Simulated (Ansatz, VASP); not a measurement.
## Yb in VASP and in Ansatz

Contents of INCAR:

```
SYSTEM = Yb
PREC = Accurate
ENCUT = 520
EDIFF = 1E-7
ISMEAR = -1
SIGMA = 0.05
LREAL = .False.
LASPH = .True.
NELM = 150
ALGO = Normal
ISIF = 2
LWAVE = .False.
LCHARG = .False.
ISPIN = 2
MAGMOM = 0.5
LORBIT = 11
NUPDOWN = 0.5
LMAXMIX = 6
GGA = PS
NBANDS = 22
```

Contents of KPOINTS:

```
Automatic mesh
0
Gamma
  7 7 7
  0 0 0
```

POSCAR

```
Yb
1.0
   -2.1514830000      2.1514830000      2.1514830000
    2.1514830000     -2.1514830000      2.1514830000
    2.1514830000      2.1514830000     -2.1514830000
Yb
1
Direct
    0.0000000000      0.0000000000      0.0000000000
```

input.yaml

```yaml
crystal:
  lattice:
    - [-2.151483, 2.151483, 2.151483]
    - [2.151483, -2.151483, 2.151483]
    - [2.151483, 2.151483, -2.151483]
  atoms:
    - { symbol: Yb, position: [0.0, 0.0, 0.0], spin: 0.5 }
hamiltonian:
  xc: pbesol
  pseudopotentials: { kind: paw }
magnetization:
  spin_polarized: true
  initial_magnetization: 0.5
  spin_locking: { lock_magnetization: hard }
kpoints:
  mp_grid: { grid: [7, 7, 7] }
scf:
  occupations: { method: fermi_dirac, width: 0.05 }
  lower_state_search: "off"
output:
  forces: true
  stress: true
  eigenvalues: true
  write_density: true
  write_potential: true
  elf: true
  volumetric_format: npy
```

Alike in both runs: task single point; functional PBEsol; k mesh 7 × 7 × 7; occupations fermi-dirac, width 0.05 eV; collinear spin; fixed moment 0.5 μB.

|  | VASP | Ansatz |
| --- | --- | --- |
| version | VASP 6.6.1 | Ansatz 0.2.0 |
| potentials or method | VASP PAW PBE potentials, release 64 (Yb) | Ansatz PAW |
| plane-wave cutoff (eV) | 520 | 420 |
| valence electrons in the cell | 24 | 24 |

Ansatz gave:

* pressure (GPa): -3.0
* net moment per atom (μB): 0.50
* size of the moment on the site where the two differ most (μB): 0.30

Problem. Which values does VASP return?

Solution. Pressure (GPa): -3.1; net moment per atom (μB): 0.50; size of the moment on the site where the two differ most (μB): 0.24.

VASP's potentials were made for PBE, not for PBEsol. Site moments also hang on the region over which each program counts them. The functional is the same, so the differences come from potentials, cutoffs and numerics.

Spin-orbit coupling is off throughout.
